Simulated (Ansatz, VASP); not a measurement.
Zn3SeS2: VASP beside Ansatz

```
Zn Se S
1.0
    -1.91644    1.91644    8.13076
     1.91644   -1.91644    8.13076
     1.91644    1.91644   -8.13076
Zn Se S
3 1 2
Direct
  0.58333 0.08333 0.50000
  0.25000 0.75000 0.50000
  0.91667 0.41667 0.50000
  0.50000 0.50000 0.00000
  0.83333 0.83333 0.00000
  0.16667 0.16667 0.00000
```

Alike in both runs: task single point; functional PBE; k mesh 6 × 6 × 6; occupations gaussian, width 0.1 eV; no spin polarisation.

```csv
,VASP,Ansatz
version,VASP 6.6.1,Ansatz 0.2.0
potentials or method,"VASP PAW PBE potentials, release 64 (Zn, Se, S), cutoff 520 eV","scalar-relativistic, plane waves, PAW"
valence electrons in the cell,54,64
```

VASP gave:

| Property | Result |
| --- | --- |
| gap on the k mesh at the Fermi level (eV) | 1.99 |
| least direct gap on the mesh (eV) | 1.99 |
| pressure (GPa) | 5.5 |
| traceless stress, the component that is largest in VASP (GPa) | -0.09 |
| rms of the force components (eV/Å) | 0.301 |

What did Ansatz give for the same quantities?

gap on the k mesh at the Fermi level (eV): 1.99; least direct gap on the mesh (eV): 1.99; pressure (GPa): 5.2; traceless stress, the component that is largest in VASP (GPa): -0.09; rms of the force components (eV/Å): 0.295.

Atom by atom the forces differ by 0.006 eV/Å (rms over components). VASP's potentials hold 54 valence electrons a cell and Ansatz's 64, so a difference there can come from the potentials and not from the codes.
